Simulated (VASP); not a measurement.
# Mg (Fm-3m) in VASP: a series of runs

The runs below take Mg through single point, relaxation of cell and atoms, with BLYP.

Program: VASP 6.6.1. These are calculated values, not measurements. Logs are shortened: lines on timing, memory, paths and dates and some standing lists are left out, and cuts for length are marked.

## Step 1: The cell of the first run

The structure is cubic, space group Fm-3m (No. 225). Conventional cell: a = 4.679 Å, b = 4.679 Å, c = 4.679 Å, α = 90.00°, β = 90.00°, γ = 90.00°. Mg (site symmetry m-3m) has 12 Mg at 3.31 Å within 4.4 Å.

## Step 2: Single point, BLYP (volume scaled by 1.08)

Contents of INCAR:

```
SYSTEM = Mg
PREC = Accurate
ENCUT = 520
EDIFF = 1E-6
ISMEAR = -1
SIGMA = 0.1
LREAL = .False.
LASPH = .True.
NELM = 80
ALGO = Normal
ISIF = 2
LWAVE = .False.
LCHARG = .False.
GGA = B5
ALDAX = 1.0
AGGAX = 1.0
AGGAC = 1.0
ALDAC = 0.0
NBANDS = 7
```

Contents of KPOINTS:

```
Automatic mesh
0
Gamma
  13 13 13
  0 0 0
```

Contents of POSCAR:

```
Mg
1.0
    0.0000000000      2.3396407311      2.3396407311
    2.3396407311      0.0000000000      2.3396407311
    2.3396407311      2.3396407311      0.0000000000
Mg
1
Direct
    0.0000000000      0.0000000000      0.0000000000
```

Potentials or basis: VASP PAW PBE potentials, release 64 (Mg).

On the command line:

```console
> cat potpaw_PBE.64/Mg/POTCAR > POTCAR
> mpirun -np 1 vasp_std > vasp.out
```

OUTCAR:

```text
SYSTEM = Mg
   PREC = Accurate
   ENCUT = 520
   EDIFF = 1E-6
   ISMEAR = -1
   LREAL = .False.
   LASPH = .True.
   NELM = 80
   ISIF = 2
   GGA = B5

 ion  position               nearest neighbor table
   1  0.000  0.000  0.000-

  LATTYP: Found a face centered cubic cell.
 ALAT       =     4.6792814622

  Lattice vectors:

 A1 = (   0.0000000000,   2.3396407311,   2.3396407311)
 A2 = (   2.3396407311,   0.0000000000,   2.3396407311)
 A3 = (   2.3396407311,   2.3396407311,   0.0000000000)

Analysis of symmetry for initial positions (statically):
=====================================================================
 Subroutine PRICEL returns:
 Original cell was already a primitive cell.

 Routine SETGRP: Setting up the symmetry group for a
 face centered cubic supercell.

 Subroutine GETGRP returns: Found 48 space group operations
 (whereof 48 operations were pure point group operations)
 out of a pool of 48 trial point group operations.

The static configuration has the point symmetry O_h .

Analysis of symmetry for dynamics (positions and initial velocities):
=====================================================================
 Subroutine PRICEL returns:
 Original cell was already a primitive cell.

 Routine SETGRP: Setting up the symmetry group for a
 face centered cubic supercell.

 Subroutine GETGRP returns: Found 48 space group operations
 (whereof 48 operations were pure point group operations)
 out of a pool of 48 trial point group operations.

The dynamic configuration has the point symmetry O_h .

 Subroutine INISYM returns: Found 48 space group operations
 (whereof 48 operations are pure point group operations),
 and found     1 'primitive' translations

----------------------------------------------------------------------------------------

                                     Primitive cell

  volume of cell :      25.6140

  direct lattice vectors                    reciprocal lattice vectors
     0.000000000  2.339640731  2.339640731    -0.213708025  0.213708025  0.213708025
     2.339640731  0.000000000  2.339640731     0.213708025 -0.213708025  0.213708025
     2.339640731  2.339640731  0.000000000     0.213708025  0.213708025 -0.213708025

  length of vectors
     3.308751653  3.308751653  3.308751653     0.370153157  0.370153157  0.370153157

  position of ions in fractional coordinates (direct lattice)
     0.000000000  0.000000000  0.000000000

  ion indices of the primitive-cell ions
   primitive index   ion index
                 1           1

----------------------------------------------------------------------------------------

 KPOINTS: Automatic mesh

Automatic generation of k-mesh.
 Grid dimensions read from file:
 generate k-points for:   13   13   13

 Generating k-lattice:

  Cartesian coordinates                     Fractional coordinates (reciprocal lattice)
    -0.016439079  0.016439079  0.016439079     0.076923077  0.000000000  0.000000000
     0.016439079 -0.016439079  0.016439079     0.000000000  0.076923077  0.000000000
     0.016439079  0.016439079 -0.016439079     0.000000000  0.000000000  0.076923077

  Length of vectors
     0.028473320  0.028473320  0.028473320

  Shift w.r.t. Gamma in fractional coordinates (k-lattice)
     0.000000000  0.000000000  0.000000000

 Subroutine IBZKPT returns following result:
 ===========================================

 Found     84 irreducible k-points:

 Following reciprocal coordinates:
            Coordinates               Weight
  0.000000  0.000000  0.000000      1.000000
  0.076923  0.000000  0.000000      8.000000
  0.153846  0.000000  0.000000      8.000000
  0.230769  0.000000  0.000000      8.000000
  0.307692  0.000000  0.000000      8.000000
  0.384615  0.000000  0.000000      8.000000
[... 16 lines left out ...]
  0.384615  0.153846  0.000000     24.000000
  0.461538  0.153846  0.000000     24.000000
 [... further k-points ...]
   k-points           NKPTS =     84   k-points in BZ     NKDIM =     84   number of bands    NBANDS=      7
   number of dos      NEDOS =    301   number of ions     NIONS =      1
   total plane-waves  NPLWV =  21952
   dimension x,y,z NGX =    28 NGY =   28 NGZ =   28
   dimension x,y,z NGXF=    56 NGYF=   56 NGZF=   56
   ions per type =               1
   NGX,Y,Z   is equivalent  to a cutoff of  14.07, 14.07, 14.07 a.u.
   NGXF,Y,Z  is equivalent  to a cutoff of  28.14, 28.14, 28.14 a.u.
 SYSTEM =  Mg
   PREC   = accura    normal or accurate (medium, high low for compatibility)
   ISTART =      0    job   : 0-new  1-cont  2-samecut
   ICHARG =      2    charge: 1-file 2-atom 10-const
   ISPIN  =      1    spin polarized calculation?
   LNONCOLLINEAR =      F non collinear calculations
   LSORBIT =      F    spin-orbit coupling
   LASPH  =      T    aspherical Exc in radial PAW
   ENCUT  =  520.0 eV  38.22 Ry    6.18 a.u.   6.15  6.15  6.15*2*pi/ulx,y,z
   NELM   =     80;   NELMIN=  2; NELMDL= -5     # of ELM steps
   EDIFF  = 0.1E-05   stopping-criterion for ELM
   LREAL  =      F    real-space projection
   EDIFFG = 0.1E-04   stopping-criterion for IOM
   NSW    =      0    number of steps for IOM
   IBRION =     -1    ionic relax: 0-MD 1-quasi-New 2-CG
   NFREE  =      0    steps in history (QN), initial steepest desc. (CG)
   ISIF   =      2    stress and relaxation
   ISYM   =      2    0-nonsym 1-usesym 2-fastsym
   POTIM  = 0.5000    time-step for ionic-motion
   TEBEG  =    0.0;   TEEND  =   0.0 temperature during run
   PSTRESS=    0.0 pullay stress
   NELECT =       2.0000    total number of electrons
   NUPDOWN=      -1.0000    fix difference up-down
   EMIN   =  10.00;   EMAX   =-10.00  energy-range for DOS
   EFERMI =   0.00;   METHOD = LEGACY
   ISMEAR =    -1;   SIGMA  =   0.10  broadening in eV -4-tet -1-fermi 0-gaus
   EFERMI_NEDOS =   21; number of points for ismear=-14 and -15
   IALGO  =     38    algorithm
   IMIX   =      4    mixing-type and parameters
     AMIX     =   0.40;   BMIX     =  1.00
     AMIX_MAG =   1.60;   BMIX_MAG =  1.00
  volume/ion in A,a.u.               =      25.61       172.85
  Fermi-wavevector in a.u.,A,eV,Ry     =   0.699722  1.322283  6.661564  0.489611
  Thomas-Fermi vector in A             =   1.783679
   LORBIT       =      0    0 simple, 1 ext, 2 COOP (PROOUT), +10 PAW based schemes
   GGA     = B5    functional components
   LHFCALC =     F    Hartree Fock is set to
   AEXX    =    0.0000 exact exchange contribution
   IVDW    =     0    specifies the selected vdW correction
   LEPSILON=     F    determine dielectric tensor
   LRPA    =     F    only Hartree local field effects (RPA)
 non-spin polarized calculation
  energy-cutoff  :      520.00
  volume of cell :       25.61
 maximum number of plane-waves:       702
 NGX is ok and might be reduce to    28
   NGX = 13   NGY = 13   NGZ = 13

 number of electron       2.0000000 magnetization

 Free energy of the ion-electron system (eV)
  ---------------------------------------------------
  ext. energy  EPLUGINS =         0.00000000
  ---------------------------------------------------
  free energy    TOTEN  =        -0.73010915 eV

  energy without entropy =       -0.71386555  energy(sigma->0) =       -0.72198735

 E-fermi :   2.5360     XC(G=0):  -7.7065

 val. band max:        2.4963817435   @ k =  -0.3846   0.3077   0.0000
 cond. band min:       2.5375924943   @ k =  -0.3077   0.3846   0.0769
 fundamental gap:      0.0412107508
 Fermi energy:         2.5360143547

 k-point     1 :       0.0000    0.0000    0.0000
  band No.  band energies     occupation
      1      -3.9378      2.00000
      2      14.1622      0.00000
      3      14.1622      0.00000
      4      14.1622      0.00000
      5      15.4083      0.00000
      6      15.4083      0.00000
      7      15.4083      0.00000

 k-point     2 :       0.0769    0.0000    0.0000
  band No.  band energies     occupation
      1      -3.8156      2.00000
      2      12.3387      0.00000
      3      13.7950      0.00000
      4      13.7950      0.00000
      5      15.6967      0.00000
      6      15.9727      0.00000
      7      15.9727      0.00000

 k-point     3 :       0.1538    0.0000    0.0000
  band No.  band energies     occupation
      1      -3.4499      2.00000
      2       9.9588      0.00000
      3      13.2964      0.00000
      4      13.2964      0.00000
      5      15.4644      0.00000
      6      16.8981      0.00000
      7      16.8981      0.00000

 k-point     4 :       0.2308    0.0000    0.0000
  band No.  band energies     occupation
      1      -2.8431      2.00000
      2       7.6771      0.00000
      3      12.9497      0.00000
      4      12.9497      0.00000
      5      15.2225      0.00000
      6      16.1236      0.00000
      7      16.1236      0.00000

 k-point     5 :       0.3077    0.0000    0.0000
  band No.  band energies     occupation
      1      -1.9993      2.00000
      2       5.5588      0.00000
      3      12.7942      0.00000
      4      12.7942      0.00000
      5      15.0799      0.00000
      6      15.0799      0.00000
      7      15.1181      0.00000
[... 161 lines left out ...]
 k-point    22 :       0.3077    0.1538    0.0000
  band No.  band energies     occupation
      1      -2.1594      2.00000
      2       7.3157      0.00000
      3      10.8338      0.00000
      4      11.6741      0.00000
      5      12.0158      0.00000
      6      15.4551      0.00000
      7      18.4834      0.00000

 k-point    23 :       0.3846    0.1538    0.0000
  band No.  band energies     occupation
      1      -1.2412      2.00000
      2       5.2839      0.00000
      3      10.7236      0.00000
      4      10.7347      0.00000
      5      11.8697      0.00000
      6      17.0201      0.00000
      7      17.5560      0.00000

 k-point    24 :       0.4615    0.1538    0.0000
  band No.  band energies     occupation
      1      -0.0946      2.00000
      2       3.4328      0.00025
      3       9.8939      0.00000
      4      10.8436      0.00000
      5      12.0033      0.00000
      6      16.7808      0.00000
      7      18.2730      0.00000

 [... further k-points ...]
[... 5 lines left out ...]
  --------------------------------------------------------------------------------------
  -------------------------------------------------------------------------------------
  Total       -0.3173404     -0.3173404     -0.3173404      0.0000000      0.0000000      0.0000000
  in kB      -19.8499076    -19.8499076    -19.8499076      0.0000000      0.0000000      0.0000000
  external PRESSURE =     -19.8499076 kB  Pullay stress =       0.0000000 kB

 VOLUME and BASIS-vectors are now :
 -----------------------------------------------------------------------------
  energy-cutoff  :      520.00
  volume of cell :       25.61
      direct lattice vectors                 reciprocal lattice vectors
     0.000000000  2.339640731  2.339640731    -0.213708025  0.213708025  0.213708025
     2.339640731  0.000000000  2.339640731     0.213708025 -0.213708025  0.213708025
     2.339640731  2.339640731  0.000000000     0.213708025  0.213708025 -0.213708025

 POSITION                                       TOTAL-FORCE (eV/Angst)
 -----------------------------------------------------------------------------------
      0.00000      0.00000      0.00000         0.000000      0.000000      0.000000
 -----------------------------------------------------------------------------------
    total drift:                                0.000000     -0.000000     -0.000000

  FREE ENERGIE OF THE ION-ELECTRON SYSTEM (eV)
  ---------------------------------------------------
  free  energy   TOTEN  =        -0.7301091488 eV

  energy  without entropy=       -0.7138655477  energy(sigma->0) =       -0.72198735
```

Run time: 25 s. Hardware: 1 thread of Intel Xeon 8259CL, shared host; peak memory 0.16 GiB.

Results:

```yaml
Free_energy: -0.7301 eV
Pressure: -2.0 GPa
Band_gap_on_the_k_mesh: zero (band 1 reaches 3.31 eV, above the bottom of band 2 at 1.47 eV)
```

Levels at points of the mesh, in eV from the Fermi level:
```tsv
k point	band 1	band 2	band 3	band 4
(0.00, 0.00, 0.00)	-6.47	11.63	11.63	11.63
```

Caveat: the PAW data sets were made with another functional, which shifts forces and pressure a little.

[end of part 1 of 2]
